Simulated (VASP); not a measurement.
# Ge (Cm) in VASP: further runs

Ge is run at these levels: PBEsol; tasks: single point.

All numbers are computed with VASP 6.6.1; they aren't measurements. Logs are shortened: lines on timing, memory, paths and dates and some standing lists are left out, and cuts for length are marked.

### Step 1. The cell of the first run

Symmetry: Cm, No. 8, monoclinic system. Conventional cell: a = 6.935 Å, b = 4.004 Å, c = 13.196 Å, α = 90.00°, β = 95.03°, γ = 90.00°. Ge (site symmetry m) has 4 Ge at 2.45 Å within 3.2 Å. Within 3.2 Å of Ge (site symmetry m) lie 4 Ge at 2.45 Å. Within 3.2 Å of Ge (site symmetry m) lie 4 Ge at 2.45 Å. Ge (site symmetry m) has 4 Ge at 2.45 Å within 3.2 Å. Within 3.2 Å of Ge (site symmetry m) lie 4 Ge at 2.45 to 2.73 Å. Within 3.2 Å of Ge (site symmetry m) lie 4 Ge at 2.45 to 2.47 Å. Within 3.2 Å of Ge (site symmetry m) lie 4 Ge at 2.45 to 2.47 Å. Ge (site symmetry m) has 4 Ge at 2.45 to 2.73 Å within 3.2 Å.

### Step 2. Single point, PBEsol (the part above a cut slid along it)

INCAR

```
SYSTEM = Ge
PREC = Accurate
ENCUT = 520
EDIFF = 1E-6
ISMEAR = 0
SIGMA = 0.15
LREAL = .False.
LASPH = .True.
NELM = 60
ALGO = Fast
ISIF = 2
LWAVE = .False.
LCHARG = .False.
GGA = PS
NBANDS = 66
```

KPOINTS

```
regular mesh
0
Gamma
  11 11 3
  0 0 0
```

POSCAR

```
Ge
1.0
   -2.0020822485     -3.4677081753      0.0000000000
    2.0020822485     -3.4677081753      0.0000000000
    0.0000000000     -1.1561339057     13.1450496104
Ge
8
Direct
   -0.0261397818     -0.0261397818      0.1568073295
   -0.0572102182     -0.0572102182      0.3431926705
   -0.1094897818     -0.1094897818      0.6568073295
   -0.1405602182     -0.1405602182      0.8431926705
    0.6509736565      0.6509736565      0.0941392333
    0.2656763435      0.2656763435      0.4058607667
    0.2342903231      0.2342903231      0.5941392333
    0.5156596769      0.5156596769      0.9058607667
```

Potentials or basis: VASP PAW PBE potentials, release 64 (Ge_d).

The run is started by

```
$ cat potpaw_PBE.64/Ge_d/POTCAR > POTCAR
$ mpirun -np 1 vasp_std > vasp.out
```

OUTCAR:

```text
SYSTEM = Ge
   PREC = Accurate
   ENCUT = 520
   EDIFF = 1E-6
   ISMEAR = 0
   LREAL = .False.
   LASPH = .True.
   NELM = 60
   ISIF = 2
   GGA = PS

 ion  position               nearest neighbor table
   1  0.974  0.974  0.157-   2 2.45   5 2.45   5 2.45   5 2.45
   2  0.943  0.943  0.343-   1 2.45   6 2.45   6 2.45   6 2.45
   3  0.891  0.891  0.657-   4 2.45   7 2.45   7 2.45   7 2.45
   4  0.859  0.859  0.843-   3 2.45   8 2.45   8 2.45   8 2.45
   5  0.651  0.651  0.094-   1 2.45   1 2.45   1 2.45   8 2.73
   6  0.266  0.266  0.406-   2 2.45   2 2.45   2 2.45   7 2.47
   7  0.234  0.234  0.594-   3 2.45   3 2.45   3 2.45   6 2.47
   8  0.516  0.516  0.906-   4 2.45   4 2.45   4 2.45   5 2.73

  LATTYP: Found a base centered monoclinic cell.
 ALAT       =     6.9354163506
 B/A-ratio  =     0.5773502692
 C/A-ratio  =     1.9026678667
 COS(beta)  =    -0.0876138200

  Lattice vectors:

 A1 = (   2.0020822485,   3.4677081753,   0.0000000000)
 A2 = (  -2.0020822485,   3.4677081753,   0.0000000000)
 A3 = (   0.0000000000,  -1.1561339057,  13.1450496104)

Analysis of symmetry for initial positions (statically):
=====================================================================
 Subroutine PRICEL returns:
 Original cell was already a primitive cell.

 Routine SETGRP: Setting up the symmetry group for a
 base centered monoclinic supercell.

 Subroutine GETGRP returns: Found  2 space group operations
 (whereof  2 operations were pure point group operations)
 out of a pool of  4 trial point group operations.

The static configuration has the point symmetry C_1h.

Analysis of symmetry for dynamics (positions and initial velocities):
=====================================================================
 Subroutine PRICEL returns:
 Original cell was already a primitive cell.

 Routine SETGRP: Setting up the symmetry group for a
 base centered monoclinic supercell.

 Subroutine GETGRP returns: Found  2 space group operations
 (whereof  2 operations were pure point group operations)
 out of a pool of  4 trial point group operations.

The dynamic configuration has the point symmetry C_1h.

 Subroutine INISYM returns: Found  2 space group operations
 (whereof  2 operations are pure point group operations),
 and found     1 'primitive' translations

[... 110 lines left out ...]
   IBRION =     -1    ionic relax: 0-MD 1-quasi-New 2-CG
   NFREE  =      0    steps in history (QN), initial steepest desc. (CG)
   ISIF   =      2    stress and relaxation
   ISYM   =      2    0-nonsym 1-usesym 2-fastsym
   POTIM  = 0.5000    time-step for ionic-motion
   TEBEG  =    0.0;   TEEND  =   0.0 temperature during run
   PSTRESS=    0.0 pullay stress
   NELECT =     112.0000    total number of electrons
   NUPDOWN=      -1.0000    fix difference up-down
   EMIN   =  10.00;   EMAX   =-10.00  energy-range for DOS
   EFERMI =   0.00;   METHOD = LEGACY
   ISMEAR =     0;   SIGMA  =   0.15  broadening in eV -4-tet -1-fermi 0-gaus
   EFERMI_NEDOS =   21; number of points for ismear=-14 and -15
   IALGO  =     68    algorithm
   IMIX   =      4    mixing-type and parameters
     AMIX     =   0.40;   BMIX     =  1.00
     AMIX_MAG =   1.60;   BMIX_MAG =  1.00
  volume/ion in A,a.u.               =      22.82       153.97
  Fermi-wavevector in a.u.,A,eV,Ry     =   1.391154  2.628900 26.331492  1.935310
  Thomas-Fermi vector in A             =   2.515021
   LORBIT       =      0    0 simple, 1 ext, 2 COOP (PROOUT), +10 PAW based schemes
   GGA     = PS    functional components
   LHFCALC =     F    Hartree Fock is set to
   AEXX    =    0.0000 exact exchange contribution
   IVDW    =     0    specifies the selected vdW correction
   LEPSILON=     F    determine dielectric tensor
   LRPA    =     F    only Hartree local field effects (RPA)
 non-spin polarized calculation
 RMM-DIIS sequential band-by-band and
 Gauss-broadening in eV      SIGMA  =   0.15
  energy-cutoff  :      520.00
  volume of cell :      182.52
 maximum number of plane-waves:      4947
 NGX is ok and might be reduce to    30
   NGX = 15   NGY = 15   NGZ = 49

 number of electron     112.0000062 magnetization

 Free energy of the ion-electron system (eV)
  ---------------------------------------------------
  ext. energy  EPLUGINS =         0.00000000
  ---------------------------------------------------
  free energy    TOTEN  =       -38.92383608 eV

  energy without entropy =      -38.91597203  energy(sigma->0) =      -38.91990405

 E-fermi :   4.6831     XC(G=0): -10.1189

 val. band max:        4.6753390226   @ k =   0.1818   0.0909   0.0000
 cond. band min:       4.7095709827   @ k =  -0.0909   0.0909   0.0000
 fundamental gap:      0.0342319600
 Fermi energy:         4.6830711851

 k-point     1 :       0.0000    0.0000    0.0000
  band No.  band energies     occupation
      1     -20.0442      2.00000
      2     -20.0364      2.00000
      3     -20.0296      2.00000
      4     -20.0238      2.00000
      5     -20.0021      2.00000
      6     -19.9923      2.00000
[... 1645 lines left out ...]
     65       8.9060      0.00000
     66       9.1671      0.00000

 [... further k-points ...]

------------------------ aborting loop because EDIFF is reached ----------------------------------------

  FORCE on cell =-STRESS in cart. coord.  units (eV):
  Direction    XX          YY          ZZ          XY          YZ          ZX
  --------------------------------------------------------------------------------------
  -------------------------------------------------------------------------------------
  Total        0.5038579     -0.9694100     -0.2746747      0.0000000      3.1648102      0.0000000
  in kB        4.4228472     -8.5094481     -2.4110850      0.0000000     27.7805966      0.0000000
  external PRESSURE =      -2.1658953 kB  Pullay stress =       0.0000000 kB

 VOLUME and BASIS-vectors are now :
 -----------------------------------------------------------------------------
  energy-cutoff  :      520.00
  volume of cell :      182.52
      direct lattice vectors                 reciprocal lattice vectors
    -2.002082248 -3.467708175  0.000000000    -0.249739990 -0.144187450 -0.012681580
     2.002082248 -3.467708175  0.000000000     0.249739990 -0.144187450 -0.012681580
     0.000000000 -1.156133906 13.145049610     0.000000000  0.000000000  0.076074266

 POSITION                                       TOTAL-FORCE (eV/Angst)
 -----------------------------------------------------------------------------------
      0.00000     -6.93542      2.06124         0.000000     -0.243346      0.002719
      0.00000     -6.93542      4.51128         0.000000      0.141657      0.066763
      0.00000     -6.93542      8.63376         0.000000     -0.187176     -0.100735
      0.00000     -6.93542     11.08381         0.000000      0.065305     -0.026195
      0.00000     -4.62361      1.23746         0.000000      0.974915     -0.615513
      0.00000     -2.31181      5.33506         0.000000     -0.063477     -0.030686
      0.00000     -2.31181      7.80999         0.000000      0.060189      0.023271
      0.00000     -4.62361     11.90758         0.000000     -0.748067      0.680377
 -----------------------------------------------------------------------------------
    total drift:                                0.000000      0.000032     -0.000074

  FREE ENERGIE OF THE ION-ELECTRON SYSTEM (eV)
  ---------------------------------------------------
  free  energy   TOTEN  =       -38.9238360840 eV

  energy  without entropy=      -38.9159720251  energy(sigma->0) =      -38.91990405
```

OSZICAR:

```text
N       E                     dE             d eps       ncg     rms          rms(c)
DAV:   1     0.139018815193E+04    0.13902E+04   -0.51335E+04 15752   0.470E+03
DAV:   2     0.244504248178E+03   -0.11457E+04   -0.11124E+04 13464   0.114E+03
DAV:   3    -0.125940289616E+02   -0.25710E+03   -0.24679E+03 13854   0.274E+02
DAV:   4    -0.384400261687E+02   -0.25846E+02   -0.25022E+02 15394   0.926E+01
DAV:   5    -0.394643262110E+02   -0.10243E+01   -0.10129E+01 15114   0.200E+01    0.640E+00
RMM:   6    -0.390903122089E+02    0.37401E+00   -0.40029E-01 16194   0.399E+00    0.366E+00
RMM:   7    -0.389145048392E+02    0.17581E+00   -0.35172E-01 16633   0.338E+00    0.303E-01
RMM:   8    -0.389212379393E+02   -0.67331E-02   -0.68825E-02 17429   0.149E+00    0.277E-01
RMM:   9    -0.389230777553E+02   -0.18398E-02   -0.16418E-02 20732   0.667E-01    0.294E-01
RMM:  10    -0.389232733863E+02   -0.19563E-03   -0.18483E-03 20845   0.187E-01    0.303E-01
RMM:  11    -0.389236543300E+02   -0.38094E-03   -0.43442E-04 17618   0.973E-02    0.520E-01
RMM:  12    -0.389273228073E+02   -0.36685E-02   -0.51148E-03 23278   0.507E-01    0.129E+00
RMM:  13    -0.389247512146E+02    0.25716E-02   -0.66923E-04 16784   0.200E-01    0.643E-01
RMM:  14    -0.389238826384E+02    0.86858E-03   -0.82017E-04 17674   0.212E-01    0.116E-01
RMM:  15    -0.389238477801E+02    0.34858E-04   -0.10184E-04 17758   0.595E-02    0.381E-02
RMM:  16    -0.389238352520E+02    0.12528E-04   -0.43549E-05 17563   0.408E-02    0.254E-02
RMM:  17    -0.389238351762E+02    0.75790E-07   -0.14074E-05 16110   0.220E-02    0.212E-02
RMM:  18    -0.389238360840E+02   -0.90789E-06   -0.46337E-06 12740   0.162E-02
   1 F= -.38923836E+02 E0= -.38919904E+02  d E =-.786406E-02
```

Run time: 40 min. Hardware: 1 thread of Oxide Virtual Turin-like, shared host; peak memory 0.8 GiB.

What came out:

```yaml
Free_energy: -38.9238 eV
Pressure: -0.2 GPa
Largest_force: 1.153 eV/Å
Band_gap_on_the_k_mesh: zero (bands 56 and 57 overlap by 0.60 eV)
```

Forces in eV/Å, atoms in the order of the input:
```
Ge   0.000 -0.243  0.003
Ge   0.000  0.142  0.067
Ge   0.000 -0.187 -0.101
Ge   0.000  0.065 -0.026
Ge   0.000  0.975 -0.616
Ge   0.000 -0.063 -0.031
Ge   0.000  0.060  0.023
Ge   0.000 -0.748  0.680
```

Caveat: the cell differs from its parent crystal (the part above a cut slid along it); semilocal functionals underestimate gaps, and a narrow one can read as zero; the PAW data sets were made with another functional, which shifts forces and pressure a little.

### Step 3. Single point, PBEsol (the part above a cut slid along it)

INCAR

```
PREC = Accurate
ENCUT = 520
EDIFF = 1E-7
ISMEAR = 0
SIGMA = 0.15
LREAL = False
LASPH = True
NELM = 60
ALGO = Fast
ISIF = 2
LWAVE = False
LCHARG = False
GGA = PS
NBANDS = 66
```

KPOINTS

```
Automatic mesh
0
Gamma
  11 11 3
```

POSCAR

```
Ge
1.0
   -2.0020822485     -3.4677081753      0.0000000000
    2.0020822485     -3.4677081753      0.0000000000
    0.0000000000     -0.5777201820     13.1450496104
Ge
8
Direct
   -0.0130620505     -0.0130620505      0.1568073295
   -0.0285879495     -0.0285879495      0.3431926705
   -0.0547120505     -0.0547120505      0.6568073295
   -0.0702379495     -0.0702379495      0.8431926705
    0.6588248685      0.6588248685      0.0941392333
    0.2995251315      0.2995251315      0.4058607667
    0.2838415352      0.2838415352      0.5941392333
    0.5912084648      0.5912084648      0.9058607667
```

Potentials or basis: VASP PAW PBE potentials, release 64 (Ge_d).

The run is started by

```
$ cat potpaw_PBE.64/Ge_d/POTCAR > POTCAR
$ mpirun -np 1 vasp_std > vasp.out
```

Wall time 35 min (1 thread of Oxide Virtual Turin-like, shared host); peak memory 0.8 GiB.

It converged, with:

| Quantity | Value |
| --- | --- |
| Free energy | -39.3166 eV |
| Pressure | -0.2 GPa |
| Largest force | 0.567 eV/Å |
| Band gap on the k mesh | zero (bands 56 and 57 overlap by 0.04 eV) |

Forces on the atoms (eV/Å):
```
Ge   0.000 -0.139  0.006
Ge   0.000  0.098  0.019
Ge   0.000 -0.107 -0.025
Ge   0.000  0.070 -0.008
Ge   0.000  0.485 -0.293
Ge   0.000 -0.039 -0.009
Ge   0.000  0.036  0.008
Ge   0.000 -0.405  0.302
```

Stress tensor (GPa, compression positive):
```
 0.08  0.00  0.00
 0.00 -0.28  1.50
 0.00  1.50 -0.42
```

Levels at points of the mesh, in eV from the Fermi level:
| k point | band 52 | band 53 | band 54 | band 55 | band 56 | band 57 | band 58 | band 59 | band 60 | band 61 |
| --- | --- | --- | --- | --- | --- | --- | --- | --- | --- | --- |
| (0.00, 0.00, 0.00) | -0.87 | -0.84 | -0.21 | -0.08 | 0.00 | 0.02 | 0.19 | 0.52 | 0.76 | 2.43 |

Caveat: the cell differs from its parent crystal (the part above a cut slid along it); semilocal functionals underestimate gaps, and a narrow one can read as zero; the PAW data sets were made with another functional, which shifts forces and pressure a little.

The gap in the log of VASP goes by the Fermi energy; the results here count the filled bands.